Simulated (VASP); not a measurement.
# Tl (P6_3/mmc) in VASP: notebook

Runs on Tl. Level: PBE. Tasks: single point.

Program: VASP 6.6.1. These are calculated values, not measurements. Logs are shortened: lines on timing, memory, paths and dates and some standing lists are left out, and cuts for length are marked.

**1. The cell of the first run**

Symmetry: P6_3/mmc, No. 194, hexagonal system. Conventional cell: a = 3.549 Å, b = 3.549 Å, c = 11.451 Å, α = 90.00°, β = 90.00°, γ = 120.00°. Within 4.6 Å of Tl (site symmetry -3m) lie 12 Tl at 3.52 to 3.55 Å. Within 4.6 Å of Tl (site symmetry -6m2) lie 12 Tl at 3.52 to 3.55 Å.

**2. Single point, PBE**

Contents of INCAR:

```
ALGO = Normal ; EDIFF = 1E-6
ENCUT = 520 ; GGA = PE
ISIF = 2 ; ISMEAR = -1
LASPH = T ; LCHARG = F
LREAL = F ; LWAVE = F
NBANDS = 34 ; NELM = 60
PREC = Accurate ; SIGMA = 0.1
```

Contents of KPOINTS:

```
k-points
0
Gamma
  11 11 3
```

Contents of POSCAR:

```
Tl
1.0
    3.5487408888      0.0000000000      0.0000000000
   -1.7743704444      3.0732997612      0.0000000000
    0.0000000000      0.0000000000     11.4512288880
Tl
4
Direct
    1.0000000000      0.0000000000      1.0000000000
    1.0000000000      1.0000000000      0.5000000000
    0.3333333333      0.6666666667      0.2500000000
    0.6666666667      0.3333333333      0.7500000000
```

Potentials or basis: VASP PAW PBE potentials, release 64 (Tl_d).

Started as:

```sh
$ cat potpaw_PBE.64/Tl_d/POTCAR > POTCAR
$ mpirun -np 1 vasp_std > vasp.out
```

OUTCAR:

```text
EDIFF = 1E-6
   ENCUT = 520
   GGA = PE
   ISIF = 2
   ISMEAR = -1
   LASPH = T
   LREAL = F
   NELM = 60
   PREC = Accurate

 ion  position               nearest neighbor table
   1  0.000  0.000  0.000-   3 3.52   4 3.52   4 3.52   3 3.52   4 3.52   3 3.52
   2  0.000  0.000  0.500-   3 3.52   4 3.52   4 3.52   3 3.52   4 3.52   3 3.52
   3  0.333  0.667  0.250-   1 3.52   2 3.52   1 3.52   2 3.52   1 3.52   2 3.52
   4  0.667  0.333  0.750-   1 3.52   2 3.52   1 3.52   2 3.52   1 3.52   2 3.52

  LATTYP: Found a hexagonal cell.
 ALAT       =     3.5487408888
 C/A-ratio  =     3.2268427724

  Lattice vectors:

 A1 = (   3.5487408888,   0.0000000000,   0.0000000000)
 A2 = (  -1.7743704444,   3.0732997612,   0.0000000000)
 A3 = (   0.0000000000,   0.0000000000,  11.4512288880)

Analysis of symmetry for initial positions (statically):
=====================================================================
 Subroutine PRICEL returns:
 Original cell was already a primitive cell.

 Routine SETGRP: Setting up the symmetry group for a
 hexagonal supercell.

 Subroutine GETGRP returns: Found 24 space group operations
 (whereof 12 operations were pure point group operations)
 out of a pool of 24 trial point group operations.

The static configuration has the point symmetry D_3d.
 The point group associated with its full space group is D_6h.

Analysis of symmetry for dynamics (positions and initial velocities):
=====================================================================
 Subroutine PRICEL returns:
 Original cell was already a primitive cell.

 Routine SETGRP: Setting up the symmetry group for a
 hexagonal supercell.

 Subroutine GETGRP returns: Found 24 space group operations
 (whereof 12 operations were pure point group operations)
 out of a pool of 24 trial point group operations.

The dynamic configuration has the point symmetry D_3d.
 The point group associated with its full space group is D_6h.

 Subroutine INISYM returns: Found 24 space group operations
 (whereof 12 operations are pure point group operations),
 and found     1 'primitive' translations

----------------------------------------------------------------------------------------

                                     Primitive cell

  volume of cell :     124.8910

  direct lattice vectors                    reciprocal lattice vectors
     3.548740889  0.000000000  0.000000000     0.281790086  0.162691582  0.000000000
    -1.774370444  3.073299761  0.000000000     0.000000000  0.325383164  0.000000000
     0.000000000  0.000000000 11.451228888     0.000000000  0.000000000  0.087326872

  length of vectors
     3.548740889  3.548740889 11.451228888     0.325383164  0.325383164  0.087326872

  position of ions in fractional coordinates (direct lattice)
     0.000000000  0.000000000  0.000000000
     0.000000000  0.000000000  0.500000000
     0.333333333  0.666666667  0.250000000
     0.666666667  0.333333333  0.750000000

  ion indices of the primitive-cell ions
   primitive index   ion index
                 1           1
                 2           2
                 3           3
                 4           4

----------------------------------------------------------------------------------------

 KPOINTS: k-points

Automatic generation of k-mesh.
 Grid dimensions read from file:
 generate k-points for:   11   11    3

 Generating k-lattice:

  Cartesian coordinates                     Fractional coordinates (reciprocal lattice)
     0.025617281  0.014790144  0.000000000     0.090909091 -0.000000000  0.000000000
     0.000000000  0.029580288  0.000000000     0.000000000  0.090909091  0.000000000
     0.000000000  0.000000000  0.029108957     0.000000000  0.000000000  0.333333333

  Length of vectors
     0.029580288  0.029580288  0.029108957

  Shift w.r.t. Gamma in fractional coordinates (k-lattice)
     0.000000000  0.000000000  0.000000000

 Subroutine IBZKPT returns following result:
 ===========================================

 Found     32 irreducible k-points:

 Following reciprocal coordinates:
            Coordinates               Weight
  0.000000  0.000000  0.000000      1.000000
  0.090909  0.000000  0.000000      6.000000
  0.181818  0.000000  0.000000      6.000000
  0.272727  0.000000  0.000000      6.000000
  0.363636  0.000000  0.000000      6.000000
  0.454545  0.000000  0.000000      6.000000
[... 16 lines left out ...]
  0.090909  0.090909  0.333333     12.000000
  0.181818  0.090909  0.333333     24.000000
 [... further k-points ...]
   k-points           NKPTS =     32   k-points in BZ     NKDIM =     32   number of bands    NBANDS=     34
   number of dos      NEDOS =    301   number of ions     NIONS =      4
   total plane-waves  NPLWV =  70560
   dimension x,y,z NGX =    28 NGY =   28 NGZ =   90
   dimension x,y,z NGXF=    56 NGYF=   56 NGZF=  180
   ions per type =               4
   NGX,Y,Z   is equivalent  to a cutoff of  13.12, 13.12, 13.07 a.u.
   NGXF,Y,Z  is equivalent  to a cutoff of  26.23, 26.23, 26.13 a.u.
 SYSTEM =  unknown system
   PREC   = accura    normal or accurate (medium, high low for compatibility)
   ISTART =      0    job   : 0-new  1-cont  2-samecut
   ICHARG =      2    charge: 1-file 2-atom 10-const
   ISPIN  =      1    spin polarized calculation?
   LNONCOLLINEAR =      F non collinear calculations
   LSORBIT =      F    spin-orbit coupling
   LASPH  =      T    aspherical Exc in radial PAW
   ENCUT  =  520.0 eV  38.22 Ry    6.18 a.u.   6.60  6.60 21.29*2*pi/ulx,y,z
   NELM   =     60;   NELMIN=  2; NELMDL= -5     # of ELM steps
   EDIFF  = 0.1E-05   stopping-criterion for ELM
   LREAL  =      F    real-space projection
   EDIFFG = 0.1E-04   stopping-criterion for IOM
   NSW    =      0    number of steps for IOM
   IBRION =     -1    ionic relax: 0-MD 1-quasi-New 2-CG
   NFREE  =      0    steps in history (QN), initial steepest desc. (CG)
   ISIF   =      2    stress and relaxation
   ISYM   =      2    0-nonsym 1-usesym 2-fastsym
   POTIM  = 0.5000    time-step for ionic-motion
   TEBEG  =    0.0;   TEEND  =   0.0 temperature during run
   PSTRESS=    0.0 pullay stress
   NELECT =      52.0000    total number of electrons
   NUPDOWN=      -1.0000    fix difference up-down
   EMIN   =  10.00;   EMAX   =-10.00  energy-range for DOS
   EFERMI =   0.00;   METHOD = LEGACY
   ISMEAR =    -1;   SIGMA  =   0.10  broadening in eV -4-tet -1-fermi 0-gaus
   EFERMI_NEDOS =   21; number of points for ismear=-14 and -15
   IALGO  =     38    algorithm
   IMIX   =      4    mixing-type and parameters
     AMIX     =   0.40;   BMIX     =  1.00
     AMIX_MAG =   1.60;   BMIX_MAG =  1.00
  volume/ion in A,a.u.               =      31.22       210.70
  Fermi-wavevector in a.u.,A,eV,Ry     =   1.222453  2.310101 20.332429  1.494391
  Thomas-Fermi vector in A             =   2.357599
   LORBIT       =      0    0 simple, 1 ext, 2 COOP (PROOUT), +10 PAW based schemes
   GGA     = PE    functional components
   LHFCALC =     F    Hartree Fock is set to
   AEXX    =    0.0000 exact exchange contribution
   IVDW    =     0    specifies the selected vdW correction
   LEPSILON=     F    determine dielectric tensor
   LRPA    =     F    only Hartree local field effects (RPA)
 non-spin polarized calculation
  energy-cutoff  :      520.00
  volume of cell :      124.89
 maximum number of plane-waves:      3414
 NGX is ok and might be reduce to    28
   NGX = 13   NGY = 13   NGZ = 43

 number of electron      52.0000003 magnetization

 Free energy of the ion-electron system (eV)
  ---------------------------------------------------
  ext. energy  EPLUGINS =         0.00000000
  ---------------------------------------------------
  free energy    TOTEN  =        -8.89705020 eV

  energy without entropy =       -8.82422349  energy(sigma->0) =       -8.86063684

 E-fermi :   5.6735     XC(G=0):  -9.7590

 val. band max:        5.6660942284   @ k =   0.2727   0.2727   0.3333
 cond. band min:       5.7130125644   @ k =   0.3636   0.2727   0.0000
 fundamental gap:      0.0469183360
 Fermi energy:         5.6734716262

 k-point     1 :       0.0000    0.0000    0.0000
  band No.  band energies     occupation
      1      -5.9521      2.00000
      2      -5.8658      2.00000
      3      -5.8533      2.00000
      4      -5.8213      2.00000
      5      -5.8213      2.00000
      6      -5.8049      2.00000
[... 26 lines left out ...]
     33      14.0824      0.00000
     34      15.1018      0.00000

 k-point     2 :       0.0909    0.0000    0.0000
  band No.  band energies     occupation
      1      -5.9304      2.00000
      2      -5.8575      2.00000
      3      -5.8558      2.00000
      4      -5.8239      2.00000
      5      -5.8115      2.00000
      6      -5.8003      2.00000
[... 26 lines left out ...]
     33      13.6924      0.00000
     34      14.0572      0.00000

 k-point     3 :       0.1818    0.0000    0.0000
  band No.  band energies     occupation
      1      -5.9289      2.00000
      2      -5.8776      2.00000
      3      -5.8755      2.00000
      4      -5.8113      2.00000
      5      -5.8079      2.00000
      6      -5.7828      2.00000
[... 26 lines left out ...]
     33      12.8415      0.00000
     34      12.8567      0.00000

 k-point     4 :       0.2727    0.0000    0.0000
  band No.  band energies     occupation
      1      -5.9845      2.00000
      2      -5.9147      2.00000
      3      -5.9139      2.00000
      4      -5.8652      2.00000
      5      -5.8444      2.00000
      6      -5.7694      2.00000
[... 26 lines left out ...]
     33      11.9965      0.00000
     34      12.0123      0.00000

 k-point     5 :       0.3636    0.0000    0.0000
  band No.  band energies     occupation
      1      -6.0393      2.00000
      2      -5.9627      2.00000
      3      -5.9495      2.00000
      4      -5.9288      2.00000
      5      -5.8956      2.00000
      6      -5.8067      2.00000
[... 621 lines left out ...]
 k-point    22 :       0.4545    0.0000    0.3333
  band No.  band energies     occupation
      1      -6.0545      2.00000
      2      -6.0125      2.00000
      3      -5.9658      2.00000
      4      -5.9423      2.00000
      5      -5.9013      2.00000
      6      -5.8813      2.00000
[... 26 lines left out ...]
     33      10.5132      0.00000
     34      11.5012      0.00000

 k-point    23 :       0.0909    0.0909    0.3333
  band No.  band energies     occupation
      1      -5.8937      2.00000
      2      -5.8797      2.00000
      3      -5.8544      2.00000
      4      -5.8509      2.00000
      5      -5.8045      2.00000
      6      -5.7816      2.00000
[... 26 lines left out ...]
     33      12.9526      0.00000
     34      13.2544      0.00000

 k-point    24 :       0.1818    0.0909    0.3333
  band No.  band energies     occupation
      1      -5.9241      2.00000
      2      -5.9056      2.00000
      3      -5.8648      2.00000
      4      -5.8430      2.00000
      5      -5.8080      2.00000
      6      -5.7746      2.00000
[... 26 lines left out ...]
     33      11.7919      0.00000
     34      12.5348      0.00000

 [... further k-points ...]
[... 5 lines left out ...]
  --------------------------------------------------------------------------------------
  -------------------------------------------------------------------------------------
  Total       -0.0354460     -0.0354460     -0.0666068      0.0000000      0.0000000      0.0000000
  in kB       -0.4547231     -0.4547231     -0.8544723      0.0000000      0.0000000      0.0000000
  external PRESSURE =      -0.5879728 kB  Pullay stress =       0.0000000 kB

 VOLUME and BASIS-vectors are now :
 -----------------------------------------------------------------------------
  energy-cutoff  :      520.00
  volume of cell :      124.89
      direct lattice vectors                 reciprocal lattice vectors
     3.548740889  0.000000000  0.000000000     0.281790086  0.162691582  0.000000000
    -1.774370444  3.073299761  0.000000000     0.000000000  0.325383164  0.000000000
     0.000000000  0.000000000 11.451228888     0.000000000  0.000000000  0.087326872

 POSITION                                       TOTAL-FORCE (eV/Angst)
 -----------------------------------------------------------------------------------
      0.00000      0.00000      0.00000         0.000000      0.000000      0.000000
      0.00000      0.00000      5.72561         0.000000      0.000000      0.000000
     -0.00000      2.04887      2.86281        -0.000000      0.000000      0.000000
      1.77437      1.02443      8.58842         0.000000     -0.000000      0.000000
 -----------------------------------------------------------------------------------
    total drift:                                0.000000     -0.000000      0.000000

  FREE ENERGIE OF THE ION-ELECTRON SYSTEM (eV)
  ---------------------------------------------------
  free  energy   TOTEN  =        -8.8970502019 eV

  energy  without entropy=       -8.8242234857  energy(sigma->0) =       -8.86063684
```

Wall time 55 s (1 thread of Intel Xeon Platinum 8559C (Emerald Rapids), shared host); peak memory 0.29 GiB.

Results:

```yaml
Free_energy: -8.8971 eV
Pressure: -0.1 GPa
Band_gap_on_the_k_mesh: zero (bands 26 and 27 overlap by 4.00 eV)
```

Levels at points of the mesh, in eV from the Fermi level:
```csv
k point,band 23,band 24,band 25,band 26,band 27,band 28
"(0.00, 0.00, 0.00)",-8.16,-5.22,-2.50,2.96,2.97,7.53
```

Caveat: spin-orbit coupling is left out, which moves the levels of the heavy elements.

**3. Single point, PBE (27.48 Å³/atom)**

This run uses another cell than the first one, of 27.48 Å³/atom.

Contents of INCAR:

```
PREC = Accurate
ENCUT = 520
EDIFF = 1E-7
ISMEAR = -1
SIGMA = 0.1
LREAL = F
LASPH = T
NELM = 60
ALGO = Normal
ISIF = 2
LWAVE = F
LCHARG = F
GGA = PE
NBANDS = 34
```

Contents of KPOINTS:

```
regular mesh
0
Gamma
  12 12 3
```

Contents of POSCAR:

```
Tl
1.0
    3.4007015124      0.0000000000      0.0000000000
   -1.7003507562      2.9450939005      0.0000000000
    0.0000000000      0.0000000000     10.9735290963
Tl
4
Direct
    1.0000000000      0.0000000000      1.0000000000
    1.0000000000      1.0000000000      0.5000000000
    0.3333333333      0.6666666667      0.2500000000
    0.6666666667      0.3333333333      0.7500000000
```

Potentials or basis: VASP PAW PBE potentials, release 64 (Tl_d).

Started as:

```sh
$ cat potpaw_PBE.64/Tl_d/POTCAR > POTCAR
$ mpirun -np 1 vasp_std > vasp.out
```

Run time: 60 s. Hardware: 1 thread of Intel Xeon Platinum 8559C (Emerald Rapids), shared host; peak memory 0.28 GiB.

It converged, with:

| Quantity | Value |
| --- | --- |
| Free energy | -8.6827 eV |
| Pressure | 4.8 GPa |
| Band gap on the k mesh | zero (bands 26 and 27 overlap by 4.63 eV) |

Stress tensor (GPa, compression positive):
```
4.76 0.00 0.00
0.00 4.76 0.00
0.00 0.00 4.94
```

Levels at points of the mesh, in eV from the Fermi level:
| k point | band 24 | band 25 | band 26 | band 27 | band 28 | band 29 |
| --- | --- | --- | --- | --- | --- | --- |
| (0.00, 0.00, 0.00) | -5.13 | -2.98 | 3.41 | 3.42 | 8.40 | 8.40 |
| (0.50, 0.00, 0.00) | -3.92 | -2.78 | -2.45 | -0.20 | 0.24 | 1.96 |

Caveat: the cell stands under pressure; spin-orbit coupling is left out, which moves the levels of the heavy elements.

**4. Single point, PBE (28.72 Å³/atom)**

This run uses another cell than the first one, of 28.72 Å³/atom.

Contents of INCAR:

```
SYSTEM = Tl
  PREC = Accurate
  ENCUT = 520
  EDIFF = 1E-6
  ISMEAR = -1
  SIGMA = 0.1
  LREAL = .FALSE.
  LASPH = .TRUE.
  NELM = 100
  ALGO = Normal
  ISIF = 2
  LWAVE = .FALSE.
  LCHARG = .FALSE.
  GGA = PE
  NBANDS = 34
```

Contents of KPOINTS:

```
regular mesh
0
G
  12 12 3
  0 0 0
```

Contents of POSCAR:

```
Tl
1.0
    3.4514657356      0.0000000000      0.0000000000
   -1.7257328678      2.9890570073      0.0000000000
    0.0000000000      0.0000000000     11.1373372629
Tl
4
Direct
    1.0000000000      0.0000000000      1.0000000000
    1.0000000000      1.0000000000      0.5000000000
    0.3333333333      0.6666666667      0.2500000000
    0.6666666667      0.3333333333      0.7500000000
```

Started as:

```sh
$ cat potpaw_PBE.64/Tl_d/POTCAR > POTCAR
$ mpirun -np 1 vasp_std > vasp.out
```

It took 55 s on 1 thread of Intel Xeon Platinum 8559C (Emerald Rapids), shared host; peak memory 0.29 GiB.

Results (log left out):

```yaml
Free_energy: -8.8029 eV
Pressure: 2.8 GPa
Band_gap_on_the_k_mesh: zero (bands 26 and 27 overlap by 4.41 eV)
```

Levels at points of the mesh, in eV from the Fermi level:
```tsv
k point	band 22	band 23	band 24	band 25	band 26	band 27	band 28	band 29	band 30	band 31
(0.00, 0.00, 0.00)	-8.56	-8.55	-5.16	-2.80	3.25	3.26	8.10	8.10	9.06	9.06
(0.50, 0.00, 0.00)	-5.20	-4.65	-3.97	-2.62	-2.29	-0.23	0.22	1.92	2.93	4.00
```

Caveat: spin-orbit coupling is left out, which moves the levels of the heavy elements.

**5. Overview**

```tsv
cell	k mesh	gap on the mesh (eV)	pressure (GPa)
a = 3.549, b = 3.549, c = 11.451 Å, angles 90.0, 90.0, 120.0°, 4 atoms	11 × 11 × 3	none	-0.1
a = 3.401, b = 3.401, c = 10.974 Å, angles 90.0, 90.0, 120.0°, 4 atoms	12 × 12 × 3	none	4.8
a = 3.451, b = 3.451, c = 11.137 Å, angles 90.0, 90.0, 120.0°, 4 atoms	12 × 12 × 3	none	2.8
```

Alike in all rows: task single point; level PBE; potentials or basis VASP PAW PBE potentials, release 64 (Tl_d); no spin polarisation; cutoff (eV) 520; smearing fermi-dirac 0.1 eV.

Caveats: spin-orbit coupling is left out, which moves the levels of the heavy elements; the cell stands under pressure (at least some runs).

Total energies depend on the potentials used, so only differences within one code and one set of settings carry meaning.
